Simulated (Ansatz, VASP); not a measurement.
**Pd: VASP beside Ansatz**

```
Pd
1.0
    -1.59003    1.59003    1.59003
     1.59003   -1.59003    1.59003
     1.59003    1.59003   -1.59003
Pd
1
Direct
  0.00000 0.00000 0.00000
```

Alike in both runs: task single point; functional PBE; k mesh 23 × 23 × 23; occupations fermi-dirac, width 0.05 eV; collinear spin.

|  | VASP | Ansatz |
| --- | --- | --- |
| version | VASP 6.6.1 | Ansatz 0.2.0 |
| potentials or method | VASP PAW PBE potentials, release 64 (Pd), cutoff 520 eV | plane waves (420 eV) with PAW, scalar-relativistic |
| valence electrons in the cell | 10 | 18 |

VASP gave:

| Quantity | Value |
| --- | --- |
| pressure (GPa) | -6.2 |
| net moment per atom (μB) | 0.00 |

**Question.** Estimate Ansatz's values.

**Answer.** Pressure (GPa): -5.9; net moment per atom (μB): 0.00.

VASP's potentials hold 10 valence electrons a cell and Ansatz's 18, so a difference there can come from the potentials and not from the codes. Ansatz's warnings: seeded moment not kept.
